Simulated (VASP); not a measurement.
# Al in VASP: a series of runs, part 2 of 2

VASP 6.6.1. Earlier steps stand in the parts before.

## (4) Electric field gradients, PBEsol (volume scaled by 0.98)

INCAR

```
SYSTEM = Al
PREC = Accurate ; ENCUT = 520
EDIFF = 1E-8 ; ISMEAR = -1
SIGMA = 0.05 ; LREAL = .False.
LASPH = .True. ; NELM = 60
ALGO = Normal ; ISIF = 2
LWAVE = .False. ; LCHARG = .False.
GGA = PS ; LEFG = .True.
NBANDS = 8
```

KPOINTS

```
regular mesh
0
Gamma
  14 14 14
  0 0 0
```

POSCAR

```
Al
1.0
    0.0000000000      2.0103958323      2.0103958323
    2.0103958323      0.0000000000      2.0103958323
    2.0103958323      2.0103958323      0.0000000000
Al
1
Direct
    0.0000000000      0.0000000000      0.0000000000
```

Potentials or basis: VASP PAW PBE potentials, release 64 (Al).

Launch:

```console
cat potpaw_PBE.64/Al/POTCAR > POTCAR
mpirun -np 1 vasp_std > vasp.out
```

OUTCAR:

```text
SYSTEM = Al
   PREC = Accurate
   ENCUT = 520
   EDIFF = 1E-8
   ISMEAR = -1
   LREAL = .False.
   LASPH = .True.
   NELM = 60
   ISIF = 2
   GGA = PS

 ion  position               nearest neighbor table
   1  0.000  0.000  0.000-

  LATTYP: Found a face centered cubic cell.
 ALAT       =     4.0207916646

  Lattice vectors:

 A1 = (   0.0000000000,   2.0103958323,   2.0103958323)
 A2 = (   2.0103958323,   0.0000000000,   2.0103958323)
 A3 = (   2.0103958323,   2.0103958323,   0.0000000000)

Analysis of symmetry for initial positions (statically):
[... 5 lines left out ...]
 face centered cubic supercell.

 Subroutine GETGRP returns: Found 48 space group operations
 (whereof 48 operations were pure point group operations)
 out of a pool of 48 trial point group operations.

The static configuration has the point symmetry O_h .

Analysis of symmetry for dynamics (positions and initial velocities):
[... 5 lines left out ...]
 face centered cubic supercell.

 Subroutine GETGRP returns: Found 48 space group operations
 (whereof 48 operations were pure point group operations)
 out of a pool of 48 trial point group operations.

The dynamic configuration has the point symmetry O_h .

 Subroutine INISYM returns: Found 48 space group operations
 (whereof 48 operations are pure point group operations),
 and found     1 'primitive' translations

----------------------------------------------------------------------------------------

                                     Primitive cell

  volume of cell :      16.2508

  direct lattice vectors                    reciprocal lattice vectors
     0.000000000  2.010395832  2.010395832    -0.248707241  0.248707241  0.248707241
     2.010395832  0.000000000  2.010395832     0.248707241 -0.248707241  0.248707241
     2.010395832  2.010395832  0.000000000     0.248707241  0.248707241 -0.248707241

  length of vectors
     2.843129052  2.843129052  2.843129052     0.430773577  0.430773577  0.430773577

  position of ions in fractional coordinates (direct lattice)
     0.000000000  0.000000000  0.000000000

  ion indices of the primitive-cell ions
   primitive index   ion index
                 1           1

----------------------------------------------------------------------------------------

 KPOINTS: regular mesh

Automatic generation of k-mesh.
 Grid dimensions read from file:
 generate k-points for:   14   14   14

 Generating k-lattice:

  Cartesian coordinates                     Fractional coordinates (reciprocal lattice)
    -0.017764803  0.017764803  0.017764803     0.071428571  0.000000000  0.000000000
     0.017764803 -0.017764803  0.017764803     0.000000000  0.071428571  0.000000000
     0.017764803  0.017764803 -0.017764803     0.000000000  0.000000000  0.071428571

  Length of vectors
     0.030769541  0.030769541  0.030769541

  Shift w.r.t. Gamma in fractional coordinates (k-lattice)
[... 44 lines left out ...]
   ISTART =      0    job   : 0-new  1-cont  2-samecut
   ICHARG =      2    charge: 1-file 2-atom 10-const
   ISPIN  =      1    spin polarized calculation?
   LNONCOLLINEAR =      F non collinear calculations
   LSORBIT =      F    spin-orbit coupling
   LASPH  =      T    aspherical Exc in radial PAW
   ENCUT  =  520.0 eV  38.22 Ry    6.18 a.u.   5.29  5.29  5.29*2*pi/ulx,y,z
   NELM   =     60;   NELMIN=  2; NELMDL= -5     # of ELM steps
   EDIFF  = 0.1E-07   stopping-criterion for ELM
   LREAL  =      F    real-space projection
   EDIFFG = 0.1E-06   stopping-criterion for IOM
   NSW    =      0    number of steps for IOM
   IBRION =     -1    ionic relax: 0-MD 1-quasi-New 2-CG
   NFREE  =      0    steps in history (QN), initial steepest desc. (CG)
   ISIF   =      2    stress and relaxation
   ISYM   =      2    0-nonsym 1-usesym 2-fastsym
   POTIM  = 0.5000    time-step for ionic-motion
   TEBEG  =    0.0;   TEEND  =   0.0 temperature during run
   PSTRESS=    0.0 pullay stress
   NELECT =       3.0000    total number of electrons
   NUPDOWN=      -1.0000    fix difference up-down
   EMIN   =  10.00;   EMAX   =-10.00  energy-range for DOS
[... 5 lines left out ...]
     AMIX     =   0.40;   BMIX     =  1.00
     AMIX_MAG =   1.60;   BMIX_MAG =  1.00
  volume/ion in A,a.u.               =      16.25       109.67
  Fermi-wavevector in a.u.,A,eV,Ry     =   0.932160  1.761526 11.822399  0.868922
  Thomas-Fermi vector in A             =   2.058728
   LORBIT       =      0    0 simple, 1 ext, 2 COOP (PROOUT), +10 PAW based schemes
   GGA     = PS    functional components
   LHFCALC =     F    Hartree Fock is set to
   AEXX    =    0.0000 exact exchange contribution
   IVDW    =     0    specifies the selected vdW correction
   LEPSILON=     F    determine dielectric tensor
   LRPA    =     F    only Hartree local field effects (RPA)
 non-spin polarized calculation
  energy-cutoff  :      520.00
  volume of cell :       16.25
 maximum number of plane-waves:       452
 NGX is ok and might be reduce to    24
   NGX = 11   NGY = 11   NGZ = 11

 number of electron       3.0000000 magnetization

 Free energy of the ion-electron system (eV)
  ---------------------------------------------------
  ext. energy  EPLUGINS =         0.00000000
  ---------------------------------------------------
  free energy    TOTEN  =        -4.08674378 eV

  energy without entropy =       -4.08273593  energy(sigma->0) =       -4.08473985

 E-fermi :   8.0745     XC(G=0): -10.3128

 val. band max:        8.0582851188   @ k =  -0.3571   0.4286   0.2143
 cond. band min:       8.1166644025   @ k =   0.5000   0.2857   0.0000
 fundamental gap:      0.0583792837
 Fermi energy:         8.0744804770

 k-point     1 :       0.0000    0.0000    0.0000
  band No.  band energies     occupation
      1      -3.1265      2.00000
      2      20.7878      0.00000
      3      20.7878      0.00000
      4      20.7878      0.00000
      5      22.3944      0.00000
      6      22.3944      0.00000
      7      22.3944      0.00000
      8      24.7038      0.00000
[... 243 lines left out ...]
 k-point    24 :       0.2857    0.1429    0.0000
  band No.  band energies     occupation
      1      -1.0866      2.00000
      2      12.4212      0.00000
      3      16.6148      0.00000
      4      18.1197      0.00000
      5      18.6066      0.00000
      6      22.5138      0.00000
      7      26.4324      0.00000
      8      27.0279      0.00000

 [... further k-points ...]
[... 5 lines left out ...]
  --------------------------------------------------------------------------------------
  -------------------------------------------------------------------------------------
  Total       -0.0515191     -0.0515191     -0.0515191      0.0000000      0.0000000      0.0000000
  in kB       -5.0793006     -5.0793006     -5.0793006      0.0000000      0.0000000      0.0000000
  external PRESSURE =      -5.0793006 kB  Pullay stress =       0.0000000 kB

 VOLUME and BASIS-vectors are now :
 -----------------------------------------------------------------------------
  energy-cutoff  :      520.00
  volume of cell :       16.25
      direct lattice vectors                 reciprocal lattice vectors
     0.000000000  2.010395832  2.010395832    -0.248707241  0.248707241  0.248707241
     2.010395832  0.000000000  2.010395832     0.248707241 -0.248707241  0.248707241
     2.010395832  2.010395832  0.000000000     0.248707241  0.248707241 -0.248707241

 POSITION                                       TOTAL-FORCE (eV/Angst)
 -----------------------------------------------------------------------------------
      0.00000      0.00000      0.00000         0.000000      0.000000      0.000000
 -----------------------------------------------------------------------------------
    total drift:                                0.000000     -0.000000     -0.000000

  FREE ENERGIE OF THE ION-ELECTRON SYSTEM (eV)
  ---------------------------------------------------
  free  energy   TOTEN  =        -4.0867437777 eV

  energy  without entropy=       -4.0827359271  energy(sigma->0) =       -4.08473985

 Electric field gradients (V/A^2)
---------------------------------------------------------------------
 ion       V_xx      V_yy      V_zz      V_xy      V_xz      V_yz
---------------------------------------------------------------------
   1       0.000    -0.000     0.000     0.000     0.000     0.000
---------------------------------------------------------------------

 Electric field gradients after diagonalization (V/A^2)
 (convention: |V_zz| > |V_xx| > |V_yy|)
----------------------------------------------------------------------
 ion       V_xx      V_yy      V_zz     asymmetry (V_yy - V_xx)/ V_zz
----------------------------------------------------------------------
   1      -0.000    -0.000     0.000       0.000
----------------------------------------------------------------------

           NMR quadrupolar parameters

 Cq : quadrupolar parameter    Cq=e*Q*V_zz/h
 eta: asymmetry parameters     (V_yy - V_xx)/ V_zz
 Q  : nuclear electric quadrupole moment in mb (millibarn)
----------------------------------------------------------------------
 ion       Cq(MHz)       eta       Q (mb)
----------------------------------------------------------------------
   1       0.000       0.000       1.000
----------------------------------------------------------------------
```

OSZICAR:

```text
N       E                     dE             d eps       ncg     rms          rms(c)
DAV:   1    -0.283848699738E+01   -0.28385E+01   -0.87277E+02  1664   0.205E+02
DAV:   2    -0.410964823430E+01   -0.12712E+01   -0.12106E+01  2344   0.182E+01
DAV:   3    -0.411585299958E+01   -0.62048E-02   -0.62019E-02  2080   0.141E+00
DAV:   4    -0.411587180674E+01   -0.18807E-04   -0.18807E-04  2632   0.703E-02
DAV:   5    -0.411587185385E+01   -0.47104E-07   -0.47181E-07  2152   0.193E-03    0.142E+00
DAV:   6    -0.409848850477E+01    0.17383E-01   -0.21961E-03  2248   0.195E-01    0.809E-01
DAV:   7    -0.408676093062E+01    0.11728E-01   -0.59896E-03  2136   0.312E-01    0.171E-01
DAV:   8    -0.408674475594E+01    0.16175E-04   -0.21037E-05  2440   0.312E-02    0.939E-03
DAV:   9    -0.408674403625E+01    0.71969E-06   -0.33596E-07  2320   0.261E-03    0.839E-04
DAV:  10    -0.408674377362E+01    0.26264E-06   -0.42199E-09  2456   0.394E-04    0.292E-04
DAV:  11    -0.408674377770E+01   -0.40890E-08   -0.41793E-11  1576   0.394E-05
   1 F= -.40867438E+01 E0= -.40847399E+01  d E =-.400785E-02
```

stdout:

```text
POSCAR found type information on POSCAR Al
 POSCAR found :  1 types and       1 ions
 scaLAPACK will be used
 -----------------------------------------------------------------------------
|                                                                             |
|                                                                             |
|     You enforced a specific xc type in the INCAR file but a different       |
|     I HOPE YOU KNOW WHAT YOU ARE DOING!                                     |
|                                                                             |
 -----------------------------------------------------------------------------

 LDA part: xc-table for (Slater+PW92), standard interpolation
 POSCAR, INCAR and KPOINTS ok, starting setup
 FFT: planning ... GRIDC
 FFT: planning ... GRID_SOFT
 FFT: planning ... GRID
 WAVECAR not read
 entering main loop
ion   1
```

Run time: 21 s. Hardware: 1 thread of Intel Xeon 8259CL, shared host; peak memory 0.11 GiB.

What came out:

| Property | Result |
| --- | --- |
| Free energy | -4.0867 eV |
| Pressure | -0.5 GPa |

Caveat: without QUAD_EFG the Cq values of the log hold for a quadrupole moment of 1 mb, not for the nuclei; the PAW data sets were made with another functional, which shifts forces and pressure a little.

## (5) Summary

| cell | gap on the mesh (eV) | pressure (GPa) |
| --- | --- | --- |
| a = 2.906, b = 2.906, c = 2.862 Å, angles 60.5, 60.5, 59.0°, 1 atom | none | -3.9 |
| a = 2.804 Å, angles 60.0°, 1 atom | none | 3.1 |
| a = 2.843 Å, angles 60.0°, 1 atom | none | -0.5 |

Alike in all rows: task electric field gradients; level PBEsol; potentials or basis VASP PAW PBE potentials, release 64 (Al); no spin polarisation; k mesh 14 × 14 × 14; cutoff (eV) 520; smearing fermi-dirac 0.05 eV.

Caveats: the PAW data sets were made with another functional, which shifts forces and pressure a little.

Total energies depend on the potentials used, so only differences within one code and one set of settings carry meaning.
